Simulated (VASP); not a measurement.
Input of a VASP 6.6.1 run:

The input INCAR:

```
PREC = Accurate
ENCUT = 600
EDIFF = 1E-6
ISMEAR = 0
SIGMA = 0.1
LREAL = False
LASPH = True
NELM = 80
ALGO = Normal
ISIF = 3
LWAVE = False
LCHARG = False
GGA = PE
IBRION = 2
NSW = 100
EDIFFG = -0.01
```

The input KPOINTS:

```
regular mesh
0
Gamma
  12 12 4
```

POSCAR

```
Na2Nb2O
1.0
    3.0074696170      0.0000000000      0.0000000000
    0.0000000000      3.0074696170      0.0000000000
    0.0000000000      0.0000000000     10.6165875497
Na Nb O
2 2 1
Direct
    0.0000000000      0.0000000000      0.0000000000
    0.5000000000      0.5000000000      0.5000000000
    0.5000000000      0.5000000000      0.8069805073
    0.5000000000      0.5000000000      0.1930194927
    0.5000000000      0.5000000000      0.0000000000
```

Potentials or basis: VASP PAW PBE potentials, release 64 (Na_pv, Nb_sv, O).

Launch:

```sh
$ cat potpaw_PBE.64/Na_pv/POTCAR potpaw_PBE.64/Nb_sv/POTCAR potpaw_PBE.64/O/POTCAR > POTCAR
$ mpirun -np 1 vasp_std > vasp.out
```

(1) What does it give for the space group after relaxing (to 0.1 Å)?

(2) What does it give for the relaxed volume?

(3) Predict the relaxed cell.

## Answers

(1) P4/mmm (No. 123).

(2) 19.15 Å³/atom.

(3) a = 3.001 Å, b = 3.001 Å, c = 10.633 Å, α = 90.00°, β = 90.00°, γ = 90.00°.
